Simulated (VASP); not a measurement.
# In (P6_3/mmc) in VASP: relaxation of cell and atoms with PBE

Aim: the relaxation of cell and atoms of In with PBE.

All numbers are computed with VASP 6.6.1; they aren't measurements. Logs are shortened: lines on timing, memory, paths and dates and some standing lists are left out, and cuts for length are marked.

## (1) The cell of the first run

Symmetry: P6_3/mmc, No. 194, hexagonal system. The conventional cell has a = 3.481 Å, b = 3.481 Å, c = 5.249 Å, α = 90.00°, β = 90.00°, γ = 120.00°. Within 4.3 Å of In (site symmetry -6m2) lie 12 In at 3.31 to 3.48 Å.

This isn't the form of In at room conditions, which is tetragonal.

## (2) Relaxation of cell and atoms, PBE

INCAR reads:

```
SYSTEM = In
PREC = Accurate
ENCUT = 600
EDIFF = 1E-6
ISMEAR = 0
SIGMA = 0.1
LREAL = .False.
LASPH = .True.
NELM = 60
ALGO = Fast
ISIF = 3
LWAVE = .False.
LCHARG = .False.
GGA = PE
IBRION = 2
NSW = 80
EDIFFG = -0.01
```

KPOINTS reads:

```
regular mesh
0
Gamma
  15 15 8
  0 0 0
```

POSCAR reads:

```
In
1.0
    3.4813953038      0.0000000000      0.0000000000
   -1.7406976518      3.0149767737      0.0000000000
    0.0000000000      0.0000000000      5.2493801039
In
2
Direct
    0.3333333333      0.6666666667      0.2500000000
    0.6666666667      0.3333333333      0.7500000000
```

Potentials or basis: VASP PAW PBE potentials, release 64 (In_d).

Command:

```sh
$ cat potpaw_PBE.64/In_d/POTCAR > POTCAR
$ mpirun -np 1 vasp_std > vasp.out
```

OUTCAR:

```text
SYSTEM = In
   PREC = Accurate
   ENCUT = 600
   EDIFF = 1E-6
   ISMEAR = 0
   LREAL = .False.
   LASPH = .True.
   NELM = 60
   ISIF = 3
   GGA = PE
   IBRION = 2
   NSW = 80
   EDIFFG = -0.01

 ion  position               nearest neighbor table
   1  0.333  0.667  0.250-   2 3.31   2 3.31   2 3.31   2 3.31   2 3.31   2 3.31
   2  0.667  0.333  0.750-   1 3.31   1 3.31   1 3.31   1 3.31   1 3.31   1 3.31

  LATTYP: Found a hexagonal cell.
 ALAT       =     3.4813953038
 C/A-ratio  =     1.5078379919

  Lattice vectors:

 A1 = (   3.4813953038,   0.0000000000,   0.0000000000)
 A2 = (  -1.7406976518,   3.0149767737,   0.0000000000)
 A3 = (   0.0000000000,   0.0000000000,   5.2493801039)

Analysis of symmetry for initial positions (statically):
=====================================================================
 Subroutine PRICEL returns:
 Original cell was already a primitive cell.

 Routine SETGRP: Setting up the symmetry group for a
 hexagonal supercell.

 Subroutine GETGRP returns: Found 24 space group operations
 (whereof 12 operations were pure point group operations)
 out of a pool of 24 trial point group operations.

The static configuration has the point symmetry D_3d.
 The point group associated with its full space group is D_6h.

Analysis of symmetry for dynamics (positions and initial velocities):
=====================================================================
 Subroutine PRICEL returns:
 Original cell was already a primitive cell.

 Routine SETGRP: Setting up the symmetry group for a
 hexagonal supercell.

 Subroutine GETGRP returns: Found 24 space group operations
 (whereof 12 operations were pure point group operations)
 out of a pool of 24 trial point group operations.

The dynamic configuration has the point symmetry D_3d.
 The point group associated with its full space group is D_6h.

 Subroutine INISYM returns: Found 24 space group operations
 (whereof 12 operations are pure point group operations),
 and found     1 'primitive' translations

----------------------------------------------------------------------------------------

                                     Primitive cell

  volume of cell :      55.0992

  direct lattice vectors                    reciprocal lattice vectors
     3.481395304  0.000000000  0.000000000     0.287241153  0.165838757  0.000000000
    -1.740697652  3.014976774  0.000000000     0.000000000  0.331677514  0.000000000
     0.000000000  0.000000000  5.249380104     0.000000000  0.000000000  0.190498684

  length of vectors
     3.481395304  3.481395304  5.249380104     0.331677514  0.331677514  0.190498684

  position of ions in fractional coordinates (direct lattice)
     0.333333333  0.666666667  0.250000000
     0.666666667  0.333333333  0.750000000

  ion indices of the primitive-cell ions
   primitive index   ion index
                 1           1
                 2           2

----------------------------------------------------------------------------------------

 KPOINTS: regular mesh

Automatic generation of k-mesh.
 Grid dimensions read from file:
 generate k-points for:   15   15    8

 Generating k-lattice:

  Cartesian coordinates                     Fractional coordinates (reciprocal lattice)
     0.019149410  0.011055917  0.000000000     0.066666667  0.000000000  0.000000000
     0.000000000  0.022111834  0.000000000     0.000000000  0.066666667  0.000000000
     0.000000000  0.000000000  0.023812335     0.000000000  0.000000000  0.125000000

  Length of vectors
     0.022111834  0.022111834  0.023812335

  Shift w.r.t. Gamma in fractional coordinates (k-lattice)
     0.000000000  0.000000000  0.000000000

 Subroutine IBZKPT returns following result:
 ===========================================

 Found    135 irreducible k-points:

 Following reciprocal coordinates:
            Coordinates               Weight
  0.000000  0.000000  0.000000      1.000000
  0.066667  0.000000  0.000000      6.000000
  0.133333  0.000000  0.000000      6.000000
  0.200000  0.000000  0.000000      6.000000
  0.266667  0.000000  0.000000      6.000000
  0.333333  0.000000  0.000000      6.000000
[... 16 lines left out ...]
  0.333333  0.200000  0.000000     12.000000
  0.400000  0.200000  0.000000      6.000000
 [... further k-points ...]
   k-points           NKPTS =    135   k-points in BZ     NKDIM =    135   number of bands    NBANDS=     17
   number of dos      NEDOS =    301   number of ions     NIONS =      2
   total plane-waves  NPLWV =  32928
   dimension x,y,z NGX =    28 NGY =   28 NGZ =   42
   dimension x,y,z NGXF=    56 NGYF=   56 NGZF=   84
   ions per type =               2
   NGX,Y,Z   is equivalent  to a cutoff of  13.37, 13.37, 13.30 a.u.
   NGXF,Y,Z  is equivalent  to a cutoff of  26.74, 26.74, 26.60 a.u.
 SYSTEM =  In
   PREC   = accura    normal or accurate (medium, high low for compatibility)
   ISTART =      0    job   : 0-new  1-cont  2-samecut
   ICHARG =      2    charge: 1-file 2-atom 10-const
   ISPIN  =      1    spin polarized calculation?
   LNONCOLLINEAR =      F non collinear calculations
   LSORBIT =      F    spin-orbit coupling
   LASPH  =      T    aspherical Exc in radial PAW
   ENCUT  =  600.0 eV  44.10 Ry    6.64 a.u.   6.95  6.95 10.48*2*pi/ulx,y,z
   NELM   =     60;   NELMIN=  2; NELMDL= -5     # of ELM steps
   EDIFF  = 0.1E-05   stopping-criterion for ELM
   LREAL  =      F    real-space projection
   EDIFFG = -.1E-01   stopping-criterion for IOM
   NSW    =     80    number of steps for IOM
   IBRION =      2    ionic relax: 0-MD 1-quasi-New 2-CG
   NFREE  =      1    steps in history (QN), initial steepest desc. (CG)
   ISIF   =      3    stress and relaxation
   ISYM   =      2    0-nonsym 1-usesym 2-fastsym
   POTIM  = 0.5000    time-step for ionic-motion
   TEBEG  =    0.0;   TEEND  =   0.0 temperature during run
   PSTRESS=    0.0 pullay stress
   NELECT =      26.0000    total number of electrons
   NUPDOWN=      -1.0000    fix difference up-down
   EMIN   =  10.00;   EMAX   =-10.00  energy-range for DOS
   EFERMI =   0.00;   METHOD = LEGACY
   ISMEAR =     0;   SIGMA  =   0.10  broadening in eV -4-tet -1-fermi 0-gaus
   EFERMI_NEDOS =   21; number of points for ismear=-14 and -15
   IALGO  =     68    algorithm
   IMIX   =      4    mixing-type and parameters
     AMIX     =   0.40;   BMIX     =  1.00
     AMIX_MAG =   1.60;   BMIX_MAG =  1.00
  volume/ion in A,a.u.               =      27.55       185.91
  Fermi-wavevector in a.u.,A,eV,Ry     =   1.274532  2.408517 22.101746  1.624433
  Thomas-Fermi vector in A             =   2.407295
   LORBIT       =      0    0 simple, 1 ext, 2 COOP (PROOUT), +10 PAW based schemes
   GGA     = PE    functional components
   LHFCALC =     F    Hartree Fock is set to
   AEXX    =    0.0000 exact exchange contribution
   IVDW    =     0    specifies the selected vdW correction
   LEPSILON=     F    determine dielectric tensor
   LRPA    =     F    only Hartree local field effects (RPA)
 conjugate gradient relaxation of ions
 non-spin polarized calculation
 RMM-DIIS sequential band-by-band and
 Gauss-broadening in eV      SIGMA  =   0.10
  energy-cutoff  :      600.00
  volume of cell :       55.10
 maximum number of plane-waves:      1855
 NGX is ok and might be reduce to    28
   NGX = 13   NGY = 13   NGZ = 21

--------------------------------------- Ionic step        1  -------------------------------------------

 number of electron      26.0000005 magnetization

 Free energy of the ion-electron system (eV)
  ---------------------------------------------------
  ext. energy  EPLUGINS =         0.00000000
  ---------------------------------------------------
  free energy    TOTEN  =        -5.10676590 eV

  energy without entropy =       -5.10282872  energy(sigma->0) =       -5.10479731

 E-fermi :   6.9809     XC(G=0): -10.0062

 val. band max:        6.9166798390   @ k =   0.2667   0.2000   0.5000
 cond. band min:       6.9908786243   @ k =   0.2000   0.2000   0.2500
 fundamental gap:      0.0741987853
 Fermi energy:         6.9809090220

 k-point     1 :       0.0000    0.0000    0.0000
  band No.  band energies     occupation
      1      -7.6857      2.00000
      2      -7.6021      2.00000
      3      -7.6021      2.00000
      4      -7.5831      2.00000
      5      -7.5831      2.00000
      6      -7.5767      2.00000
[... 9 lines left out ...]
     16      15.9381      0.00000
     17      16.0206      0.00000
[... 443 lines left out ...]
      1      -7.7618      2.00000
      2      -7.7062      2.00000
      3      -7.6122      2.00000
      4      -7.5954      2.00000
      5      -7.5133      2.00000
      6      -7.4849      2.00000
[... 9 lines left out ...]
     16       8.5536      0.00000
     17      10.1286      0.00000

 [... further k-points ...]

------------------------ aborting loop because EDIFF is reached ----------------------------------------

  FORCE on cell =-STRESS in cart. coord.  units (eV):
  Direction    XX          YY          ZZ          XY          YZ          ZX
  --------------------------------------------------------------------------------------
  -------------------------------------------------------------------------------------
  Total        0.0713221      0.0713221      0.3426531      0.0000000      0.0000000      0.0000000
  in kB        2.0739083      2.0739083      9.9636825      0.0000000      0.0000000      0.0000000
  external PRESSURE =       4.7038330 kB  Pullay stress =       0.0000000 kB
[... 89 lines left out ...]
  FREE ENERGIE OF THE ION-ELECTRON SYSTEM (eV)
  ---------------------------------------------------
  free  energy   TOTEN  =        -5.1084387221 eV

  energy  without entropy=       -5.1042026438  energy(sigma->0) =       -5.10632068

[... ionic steps 4 to 21 ...]

--------------------------------------- Ionic step       22  -------------------------------------------

 number of electron      25.9999993 magnetization

------------------------ aborting loop because EDIFF is reached ----------------------------------------

  FORCE on cell =-STRESS in cart. coord.  units (eV):
  Direction    XX          YY          ZZ          XY          YZ          ZX
  --------------------------------------------------------------------------------------
  -------------------------------------------------------------------------------------
  Total       -0.0213948     -0.0213948      0.0688525     -0.0000000     -0.0000000      0.0000000
  in kB       -0.6175529     -0.6175529      1.9873993     -0.0000000     -0.0000000      0.0000000
  external PRESSURE =       0.2507645 kB  Pullay stress =       0.0000000 kB
[... 57 lines left out ...]
  energy  without entropy=       -5.1093419460  energy(sigma->0) =       -5.11129475

--------------------------------------- Ionic step       24  -------------------------------------------

 number of electron      26.0000000 magnetization

 Free energy of the ion-electron system (eV)
  ---------------------------------------------------
  ext. energy  EPLUGINS =         0.00000000
  ---------------------------------------------------
  free energy    TOTEN  =        -5.11346459 eV

  energy without entropy =       -5.10917969  energy(sigma->0) =       -5.11132214

 E-fermi :   6.9087     XC(G=0):  -9.9767

 val. band max:        6.8583085369   @ k =   0.4000   0.0000   0.0000
 cond. band min:       6.9162086756   @ k =   0.3333   0.0000   0.3750
 fundamental gap:      0.0579001387
 Fermi energy:         6.9087403055

 k-point     1 :       0.0000    0.0000    0.0000
  band No.  band energies     occupation
      1      -7.7516      2.00000
      2      -7.6959      2.00000
      3      -7.6771      2.00000
      4      -7.6771      2.00000
      5      -7.6520      2.00000
      6      -7.6520      2.00000
[... 9 lines left out ...]
     16      16.4597      0.00000
     17      16.4597      0.00000
[... 443 lines left out ...]
      1      -7.7968      2.00000
      2      -7.7648      2.00000
      3      -7.6695      2.00000
      4      -7.6525      2.00000
      5      -7.5980      2.00000
      6      -7.5663      2.00000
[... 9 lines left out ...]
     16       8.4170      0.00000
     17       9.9752      0.00000

 [... further k-points ...]

------------------------ aborting loop because EDIFF is reached ----------------------------------------

  FORCE on cell =-STRESS in cart. coord.  units (eV):
  Direction    XX          YY          ZZ          XY          YZ          ZX
  --------------------------------------------------------------------------------------
  -------------------------------------------------------------------------------------
  Total       -0.0180049     -0.0180049      0.0116406     -0.0000000      0.0000000      0.0000000
  in kB       -0.5197562     -0.5197562      0.3360363     -0.0000000      0.0000000      0.0000000
  external PRESSURE =      -0.2344920 kB  Pullay stress =       0.0000000 kB
[... 17 lines left out ...]
  FREE ENERGIE OF THE ION-ELECTRON SYSTEM (eV)
  ---------------------------------------------------
  free  energy   TOTEN  =        -5.1134645872 eV

  energy  without entropy=       -5.1091796873  energy(sigma->0) =       -5.11132214

 reached required accuracy - stopping structural energy minimisation
```

It took 27 min on 1 thread of Intel Xeon Platinum 8488C (Sapphire Rapids), shared host; peak memory 0.29 GiB.

What came out:

```yaml
Free_energy: -5.1135 eV
Relaxed_volume: 27.75 Å³/atom
Relaxed_cell: a = 3.412 Å, b = 3.412 Å, c = 5.504 Å, α = 90.00°, β = 90.00°, γ = 120.00°
Space_group_after_relaxing_to_0.1_Å: P6_3/mmc (No. 194)
Energy_gained_by_relaxing: 3.3 meV/atom
Ionic_steps: 24
Pressure_after_relaxing: 0.0 GPa
Band_gap_on_the_k_mesh: zero (bands 13 and 14 overlap by 5.97 eV)
```

Stress tensor (GPa, compression positive):
```
-0.05  0.00  0.00
 0.00 -0.05  0.00
 0.00  0.00  0.03
```

The path:
```tsv
step	energy change (eV)	largest force (eV/Å)	pressure (GPa)	volume (Å³)
1	0.0000	0.0000	0.47	55.10
2	-0.0016	0.0000	0.08	55.75
3	-0.0017	0.0000	-0.26	55.97
4	-0.0017	0.0000	-0.01	55.86
5	-0.0017	0.0000	-0.14	55.90
6	-0.0017	0.0000	-0.12	55.88
7	-0.0019	0.0000	0.13	55.78
8	-0.0019	0.0000	-0.07	55.77
9	-0.0019	0.0000	-0.06	55.76
10	-0.0020	0.0000	0.05	55.72
11	-0.0020	0.0000	0.16	55.65
12	-0.0021	0.0000	0.02	55.69
13	-0.0025	0.0000	-0.19	55.81
14	-0.0035	0.0000	-0.30	56.04
15	-0.0046	0.0000	-0.66	56.49
16	-0.0047	0.0000	-0.49	56.31
17	-0.0048	0.0000	-0.55	56.37
18	-0.0048	0.0000	-0.45	56.35
19	-0.0061	0.0000	-0.13	55.83
20	-0.0062	0.0000	-0.16	55.73
21	-0.0064	0.0000	0.00	55.54
22	-0.0064	0.0000	0.03	55.51
23	-0.0065	0.0000	0.04	55.51
24	-0.0067	0.0000	-0.02	55.50
```

Final structure:
```yaml
crystal:
  lattice:
    - [3.41228, 0.00000, 0.00000]
    - [-1.70614, 2.95512, 0.00000]
    - [0.00000, 0.00000, 5.50405]
  atoms:
    - { symbol: In, position: [0.33333, 0.66667, 0.25000] }
    - { symbol: In, position: [0.66667, 0.33333, 0.75000] }
```

Levels at points of the mesh, in eV from the Fermi level:
```csv
k point,band 11,band 12,band 13,band 14,band 15,band 16
"(0.00, 0.00, 0.00)",-9.18,-4.20,-3.12,7.74,7.74,9.55
"(0.00, 0.00, 0.50)",-7.84,-7.84,3.12,3.12,8.74,8.74
```

Caveat: spin-orbit coupling is left out, which moves the levels of the heavy elements.

The gap in the log of VASP goes by the Fermi energy; the results here count the filled bands.